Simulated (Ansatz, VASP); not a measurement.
# Ta: VASP beside Ansatz

```
CELL_PARAMETERS angstrom
2.89869 0.00000 0.00000
-1.44935 2.51034 0.00000
0.00000 0.00000 5.15088
ATOMIC_POSITIONS crystal
Ta 0.33333 0.66667 0.25000
Ta 0.66667 0.33333 0.75000
```

Alike in both runs: functional PBE; k mesh 12 × 12 × 7; occupations fermi-dirac, width 0.1 eV; no spin polarisation.

Ansatz relaxed the structure, and its values are those at the end. VASP's run is a single point on that final structure, the one shown.

```csv
,VASP,Ansatz
version,VASP 6.6.1,Ansatz 0.2.0
potentials or method,"VASP PAW PBE potentials, release 64 (Ta_pv), cutoff 520 eV","plane waves (420 eV) with PAW, scalar-relativistic"
valence electrons in the cell,22,26
```

VASP gave:

* pressure (GPa): 0.1

Which values does Ansatz return?

Pressure (GPa): 0.0.

The functional is the same, so the differences come from potentials, cutoffs and numerics. VASP's potentials hold 22 valence electrons a cell and Ansatz's 26, so a difference there can come from the potentials and not from the codes.

Neither program's run includes spin-orbit coupling.
